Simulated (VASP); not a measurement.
# HgTe (zincblende type) (F-43m) in VASP: notebook

The runs below take HgTe (zincblende type) through single point, with PBE.

Everything below comes from runs of VASP 6.6.1. Logs are shortened: lines on timing, memory, paths and dates and some standing lists are left out, and cuts for length are marked.

**1. The cell of the first run**

It takes space group F-43m (No. 216, cubic). The conventional cell has a = 6.175 Å, b = 6.175 Å, c = 6.175 Å, α = 90.00°, β = 90.00°, γ = 90.00°. Hg (site symmetry -43m) has 4 Te at 2.67 Å within 3.5 Å. Within 3.5 Å of Te (site symmetry -43m) lie 4 Hg at 2.67 Å.

**2. Single point, PBE (volume scaled by 0.8)**

INCAR

```
PREC     = Accurate       # precision mode
ENCUT    = 520            # plane-wave cutoff, eV
EDIFF    = 1E-6           # SCF threshold, eV
ISMEAR   = -1             # smearing method
SIGMA    = 0.05           # smearing width, eV
LREAL    = F              # projectors in reciprocal space
LASPH    = T              # aspherical terms in the spheres
NELM     = 60             # most SCF steps
ALGO     = Normal         # electronic algorithm
ISIF     = 2              # what is computed and relaxed
LWAVE    = F              # write WAVECAR
LCHARG   = T              # write CHGCAR
GGA      = PE             # functional
LELF     = T              # ELF
LVHAR    = T            
NBANDS   = 16             # bands
```

KPOINTS

```
Automatic mesh
0
Gamma
  11 11 11
```

POSCAR

```
HgTe
1.0
    0.0000000000      3.0874594749      3.0874594749
    3.0874594749      0.0000000000      3.0874594749
    3.0874594749      3.0874594749      0.0000000000
Hg Te
1 1
Direct
    0.0000000000      0.0000000000      0.0000000000
    0.2500000000      0.2500000000      0.2500000000
```

Potentials or basis: VASP PAW PBE potentials, release 64 (Hg, Te).

The run is started by

```sh
cat potpaw_PBE.64/Hg/POTCAR potpaw_PBE.64/Te/POTCAR > POTCAR
mpirun -np 1 vasp_std > vasp.out
```

OUTCAR:

```text
PREC = Accurate
   ENCUT = 520
   EDIFF = 1E-6
   ISMEAR = -1
   LREAL = F
   LASPH = T
   NELM = 60
   ISIF = 2
   GGA = PE

 ion  position               nearest neighbor table
   1  0.000  0.000  0.000-   2 2.67   2 2.67   2 2.67   2 2.67
   2  0.250  0.250  0.250-   1 2.67   1 2.67   1 2.67   1 2.67

  LATTYP: Found a face centered cubic cell.
 ALAT       =     6.1749189498

  Lattice vectors:

 A1 = (   0.0000000000,   3.0874594749,   3.0874594749)
 A2 = (   3.0874594749,   0.0000000000,   3.0874594749)
 A3 = (   3.0874594749,   3.0874594749,   0.0000000000)

Analysis of symmetry for initial positions (statically):
=====================================================================
 Subroutine PRICEL returns:
 Original cell was already a primitive cell.

 Routine SETGRP: Setting up the symmetry group for a
 face centered cubic supercell.

 Subroutine GETGRP returns: Found 24 space group operations
 (whereof 24 operations were pure point group operations)
 out of a pool of 48 trial point group operations.

The static configuration has the point symmetry T_d .

Analysis of symmetry for dynamics (positions and initial velocities):
=====================================================================
 Subroutine PRICEL returns:
 Original cell was already a primitive cell.

 Routine SETGRP: Setting up the symmetry group for a
 face centered cubic supercell.

 Subroutine GETGRP returns: Found 24 space group operations
 (whereof 24 operations were pure point group operations)
 out of a pool of 48 trial point group operations.

The dynamic configuration has the point symmetry T_d .

 Subroutine INISYM returns: Found 24 space group operations
 (whereof 24 operations are pure point group operations),
 and found     1 'primitive' translations

----------------------------------------------------------------------------------------

                                     Primitive cell

  volume of cell :      58.8618

  direct lattice vectors                    reciprocal lattice vectors
     0.000000000  3.087459475  3.087459475    -0.161945445  0.161945445  0.161945445
     3.087459475  0.000000000  3.087459475     0.161945445 -0.161945445  0.161945445
     3.087459475  3.087459475  0.000000000     0.161945445  0.161945445 -0.161945445

  length of vectors
     4.366327063  4.366327063  4.366327063     0.280497740  0.280497740  0.280497740

  position of ions in fractional coordinates (direct lattice)
     0.000000000  0.000000000  0.000000000
     0.250000000  0.250000000  0.250000000

  ion indices of the primitive-cell ions
   primitive index   ion index
                 1           1
                 2           2

----------------------------------------------------------------------------------------

 KPOINTS: Automatic mesh

Automatic generation of k-mesh.
 Grid dimensions read from file:
 generate k-points for:   11   11   11

 Generating k-lattice:

  Cartesian coordinates                     Fractional coordinates (reciprocal lattice)
    -0.014722313  0.014722313  0.014722313     0.090909091  0.000000000  0.000000000
     0.014722313 -0.014722313  0.014722313     0.000000000  0.090909091  0.000000000
     0.014722313  0.014722313 -0.014722313     0.000000000  0.000000000  0.090909091

  Length of vectors
     0.025499795  0.025499795  0.025499795

  Shift w.r.t. Gamma in fractional coordinates (k-lattice)
     0.000000000  0.000000000  0.000000000

 Subroutine IBZKPT returns following result:
 ===========================================

 Found     56 irreducible k-points:

 Following reciprocal coordinates:
            Coordinates               Weight
  0.000000  0.000000  0.000000      1.000000
  0.090909  0.000000  0.000000      8.000000
  0.181818  0.000000  0.000000      8.000000
  0.272727  0.000000  0.000000      8.000000
  0.363636  0.000000  0.000000      8.000000
  0.454545  0.000000  0.000000      8.000000
[... 16 lines left out ...]
 -0.272727  0.181818  0.000000     24.000000
 -0.181818  0.181818  0.000000     12.000000
 [... further k-points ...]
   k-points           NKPTS =     56   k-points in BZ     NKDIM =     56   number of bands    NBANDS=     16
   number of dos      NEDOS =    301   number of ions     NIONS =      2
   total plane-waves  NPLWV =  32768
   dimension x,y,z NGX =    32 NGY =   32 NGZ =   32
   dimension x,y,z NGXF=    64 NGYF=   64 NGZF=   64
   ions per type =               1   1
   NGX,Y,Z   is equivalent  to a cutoff of  12.18, 12.18, 12.18 a.u.
   NGXF,Y,Z  is equivalent  to a cutoff of  24.37, 24.37, 24.37 a.u.
 SYSTEM =  unknown system
   PREC   = accura    normal or accurate (medium, high low for compatibility)
   ISTART =      0    job   : 0-new  1-cont  2-samecut
   ICHARG =      2    charge: 1-file 2-atom 10-const
   ISPIN  =      1    spin polarized calculation?
   LNONCOLLINEAR =      F non collinear calculations
   LSORBIT =      F    spin-orbit coupling
   LASPH  =      T    aspherical Exc in radial PAW
   ENCUT  =  520.0 eV  38.22 Ry    6.18 a.u.   8.12  8.12  8.12*2*pi/ulx,y,z
   NELM   =     60;   NELMIN=  2; NELMDL= -5     # of ELM steps
   EDIFF  = 0.1E-05   stopping-criterion for ELM
   LREAL  =      F    real-space projection
   EDIFFG = 0.1E-04   stopping-criterion for IOM
   NSW    =      0    number of steps for IOM
   IBRION =     -1    ionic relax: 0-MD 1-quasi-New 2-CG
   NFREE  =      0    steps in history (QN), initial steepest desc. (CG)
   ISIF   =      2    stress and relaxation
   ISYM   =      2    0-nonsym 1-usesym 2-fastsym
   POTIM  = 0.5000    time-step for ionic-motion
   TEBEG  =    0.0;   TEEND  =   0.0 temperature during run
   PSTRESS=    0.0 pullay stress
   NELECT =      18.0000    total number of electrons
   NUPDOWN=      -1.0000    fix difference up-down
   EMIN   =  10.00;   EMAX   =-10.00  energy-range for DOS
   EFERMI =   0.00;   METHOD = LEGACY
   ISMEAR =    -1;   SIGMA  =   0.05  broadening in eV -4-tet -1-fermi 0-gaus
   EFERMI_NEDOS =   21; number of points for ismear=-14 and -15
   IALGO  =     38    algorithm
   IMIX   =      4    mixing-type and parameters
     AMIX     =   0.40;   BMIX     =  1.00
     AMIX_MAG =   1.60;   BMIX_MAG =  1.00
  volume/ion in A,a.u.               =      29.43       198.61
  Fermi-wavevector in a.u.,A,eV,Ry     =   1.102946  2.084266 16.551361  1.216491
  Thomas-Fermi vector in A             =   2.239397
   LORBIT       =      0    0 simple, 1 ext, 2 COOP (PROOUT), +10 PAW based schemes
   GGA     = PE    functional components
   LHFCALC =     F    Hartree Fock is set to
   AEXX    =    0.0000 exact exchange contribution
   IVDW    =     0    specifies the selected vdW correction
   LEPSILON=     F    determine dielectric tensor
   LRPA    =     F    only Hartree local field effects (RPA)
 non-spin polarized calculation
  energy-cutoff  :      520.00
  volume of cell :       58.86
 maximum number of plane-waves:      1600
   NGX = 17   NGY = 17   NGZ = 17

 number of electron      17.9999998 magnetization

 Free energy of the ion-electron system (eV)
  ---------------------------------------------------
  ext. energy  EPLUGINS =         0.00000000
  ---------------------------------------------------
  free energy    TOTEN  =        -3.14584290 eV

  energy without entropy =       -3.14557547  energy(sigma->0) =       -3.14570919

 E-fermi :   4.7617     XC(G=0):  -9.3863

 val. band max:        4.6938422908   @ k =   0.0000   0.0000   0.0000
 cond. band min:       5.3628001549   @ k =   0.0909   0.0000   0.0000
 fundamental gap:      0.6689578641
 Fermi energy:         4.7616853420

 k-point     1 :       0.0000    0.0000    0.0000
  band No.  band energies     occupation
      1      -8.4124      2.00000
      2      -3.5850      2.00000
      3      -3.5850      2.00000
      4      -3.5850      2.00000
      5      -2.8727      2.00000
      6      -2.8727      2.00000
[... 8 lines left out ...]
     15      14.4319      0.00000
     16      14.4321      0.00000

 k-point     2 :       0.0909    0.0000    0.0000
  band No.  band energies     occupation
      1      -8.3584      2.00000
      2      -3.5736      2.00000
      3      -3.5693      2.00000
      4      -3.5693      2.00000
      5      -2.8749      2.00000
      6      -2.8749      2.00000
[... 8 lines left out ...]
     15      13.6113      0.00000
     16      13.6113      0.00000

 k-point     3 :       0.1818    0.0000    0.0000
  band No.  band energies     occupation
      1      -8.2087      2.00000
      2      -3.5289      2.00000
      3      -3.5289      2.00000
      4      -3.5219      2.00000
      5      -2.8780      2.00000
      6      -2.8780      2.00000
[... 8 lines left out ...]
     15      13.1613      0.00000
     16      13.1613      0.00000

 k-point     4 :       0.2727    0.0000    0.0000
  band No.  band energies     occupation
      1      -8.0015      2.00000
      2      -3.4808      2.00000
      3      -3.4808      2.00000
      4      -3.3818      2.00000
      5      -2.8740      2.00000
      6      -2.8740      2.00000
[... 8 lines left out ...]
     15      13.2361      0.00000
     16      13.2361      0.00000

 k-point     5 :       0.3636    0.0000    0.0000
  band No.  band energies     occupation
      1      -7.7994      2.00000
      2      -3.4433      2.00000
      3      -3.4433      2.00000
      4      -3.0899      2.00000
      5      -2.8600      2.00000
      6      -2.8600      2.00000
[... 8 lines left out ...]
     15      13.8474      0.00000
     16      13.8474      0.00000

 k-point     6 :       0.4545    0.0000    0.0000
  band No.  band energies     occupation
      1      -7.6740      2.00000
      2      -3.4249      2.00000
      3      -3.4249      2.00000
      4      -2.8459      2.00000
      5      -2.8459      2.00000
      6      -2.6280      2.00000
[... 8 lines left out ...]
     15      14.6789      0.00000
     16      14.6789      0.00000
[... 267 lines left out ...]
 k-point    21 :      -0.4545    0.1818    0.0000
  band No.  band energies     occupation
      1      -7.5607      2.00000
      2      -3.4010      2.00000
      3      -3.3387      2.00000
      4      -2.9411      2.00000
      5      -2.8472      2.00000
      6      -2.4358      2.00000
[... 8 lines left out ...]
     15      14.4679      0.00000
     16      14.5976      0.00000

 k-point    22 :      -0.3636    0.1818    0.0000
  band No.  band energies     occupation
      1      -7.6032      2.00000
      2      -3.3964      2.00000
      3      -3.3620      2.00000
      4      -2.9293      2.00000
      5      -2.8773      2.00000
      6      -2.6603      2.00000
[... 8 lines left out ...]
     15      13.5301      0.00000
     16      14.6505      0.00000

 k-point    23 :      -0.2727    0.1818    0.0000
  band No.  band energies     occupation
      1      -7.7437      2.00000
      2      -3.4081      2.00000
      3      -3.4064      2.00000
      4      -3.1569      2.00000
      5      -2.9020      2.00000
      6      -2.8051      2.00000
[... 8 lines left out ...]
     15      14.0384      0.00000
     16      15.3306      0.00000

 k-point    24 :      -0.1818    0.1818    0.0000
  band No.  band energies     occupation
      1      -7.9309      2.00000
      2      -3.4619      2.00000
      3      -3.4464      2.00000
      4      -3.3648      2.00000
      5      -2.9077      2.00000
      6      -2.8367      2.00000
[... 8 lines left out ...]
     15      14.0455      0.00000
     16      14.2470      0.00000

 [... further k-points ...]
[... 5 lines left out ...]
  --------------------------------------------------------------------------------------
  -------------------------------------------------------------------------------------
  Total        5.0317976      5.0317976      5.0317976      0.0000000     -0.0000000     -0.0000000
  in kB      136.9619558    136.9619558    136.9619558      0.0000000     -0.0000000     -0.0000000
  external PRESSURE =     136.9619558 kB  Pullay stress =       0.0000000 kB

 VOLUME and BASIS-vectors are now :
 -----------------------------------------------------------------------------
  energy-cutoff  :      520.00
  volume of cell :       58.86
      direct lattice vectors                 reciprocal lattice vectors
     0.000000000  3.087459475  3.087459475    -0.161945445  0.161945445  0.161945445
     3.087459475  0.000000000  3.087459475     0.161945445 -0.161945445  0.161945445
     3.087459475  3.087459475  0.000000000     0.161945445  0.161945445 -0.161945445

 POSITION                                       TOTAL-FORCE (eV/Angst)
 -----------------------------------------------------------------------------------
      0.00000      0.00000      0.00000        -0.000000     -0.000000     -0.000000
      1.54373      1.54373      1.54373         0.000000      0.000000      0.000000
 -----------------------------------------------------------------------------------
    total drift:                               -0.000000     -0.000000     -0.000000

  FREE ENERGIE OF THE ION-ELECTRON SYSTEM (eV)
  ---------------------------------------------------
  free  energy   TOTEN  =        -3.1458429050 eV

  energy  without entropy=       -3.1455754740  energy(sigma->0) =       -3.14570919
```

Run time: 40 s. Hardware: 1 thread of Intel Xeon Platinum 8259CL at 2.50GHz (Skylake/Cascade Lake), shared host; peak memory 0.21 GiB.

Results:

* Free energy: -3.1458 eV
* Pressure: 13.7 GPa
* Band gap on the k mesh: zero (filled and empty bands touch)

Caveat: spin-orbit coupling is left out, which moves the levels of the heavy elements.

**3. Single point, PBE (volume scaled by 0.88)**

INCAR

```
  ALGO = Normal
  EDIFF = 1E-7
  ENCUT = 520
  GGA = PE
  ISIF = 2
  ISMEAR = -1
  LASPH = T
  LCHARG = F
  LREAL = F
  LWAVE = F
  NBANDS = 16
  NELM = 80
  PREC = Accurate
  SIGMA = 0.05
```

KPOINTS

```
k-points
0
Gamma
  11 11 11
```

POSCAR

```
HgTe
1.0
    0.0000000000      3.1871230232      3.1871230232
    3.1871230232      0.0000000000      3.1871230232
    3.1871230232      3.1871230232      0.0000000000
Hg Te
1 1
Direct
    0.0000000000      0.0000000000      0.0000000000
    0.2500000000      0.2500000000      0.2500000000
```

Potentials or basis: VASP PAW PBE potentials, release 64 (Hg, Te).

The run is started by

```sh
cat potpaw_PBE.64/Hg/POTCAR potpaw_PBE.64/Te/POTCAR > POTCAR
mpirun -np 1 vasp_std > vasp.out
```

Wall time 70 s (1 thread of Intel Xeon Platinum 8259CL at 2.50GHz (Skylake/Cascade Lake), shared host); peak memory 0.24 GiB.

Results (log left out):

| Property | Result |
| --- | --- |
| Free energy | -3.5003 eV |
| Pressure | 6.2 GPa |
| Band gap on the k mesh | zero (filled and empty bands touch) |

Levels at points of the mesh, in eV from the Fermi level:
| k point | band 5 | band 6 | band 7 | band 8 | band 9 | band 10 | band 11 | band 12 | band 13 | band 14 |
| --- | --- | --- | --- | --- | --- | --- | --- | --- | --- | --- |
| (0.00, 0.00, 0.00) | -7.11 | -7.11 | -0.70 | -0.08 | -0.08 | -0.08 | 4.07 | 4.07 | 4.07 | 6.38 |

Caveat: spin-orbit coupling is left out, which moves the levels of the heavy elements.
